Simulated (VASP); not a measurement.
Here is a VASP 6.6.1 calculation.

The input POSCAR:

```
Os
1.0
    0.0000000000      1.9364120072      1.9364120072
    1.9364120072      0.0000000000      1.9364120072
    1.9364120072      1.9364120072      0.0000000000
Os
1
Direct
    0.0000000000      0.0000000000      0.0000000000
```

File INCAR.step1:

```
PREC = Accurate
ENCUT = 520
EDIFF = 1E-5
ISMEAR = -1
SIGMA = 0.1
LREAL = False
LASPH = True
NELM = 80
ALGO = Normal
ISIF = 2
LWAVE = True
LCHARG = False
GGA = PE
NBANDS = 10
```

Contents of INCAR.step2:

```
PREC = Accurate
ENCUT = 520
EDIFF = 1E-6
ISMEAR = -1
SIGMA = 0.1
LREAL = False
LASPH = True
NELM = 80
ALGO = Normal
ISIF = 2
LWAVE = False
LCHARG = False
GGA = PE
LHFCALC = True
HFSCREEN = 0.2079
PRECFOCK = Normal
ISTART = 1
NBANDS = 10
```

File KPOINTS:

```
Automatic mesh
0
Gamma
  6 6 6
```

Potentials or basis: VASP PAW PBE potentials, release 64 (Os).

Launch:

```console
$ cat potpaw_PBE.64/Os/POTCAR > POTCAR
$ cp INCAR.step1 INCAR
$ mpirun -np 1 vasp_std > vasp.out
$ cp INCAR.step2 INCAR
$ mpirun -np 1 vasp_std > vasp.out
```

What does it give for the band gap on the k mesh?

Zero (bands 4 and 5 overlap by 4.22 eV).

Estimate the pressure.

-16.5 GPa.

Caveat: the k points lie up to 0.47 Å⁻¹ apart, too coarse for converged energies and pressures of a metal; the PAW data sets were made with another functional, which shifts forces and pressure a little; spin-orbit coupling is left out, which moves the levels of the heavy elements.
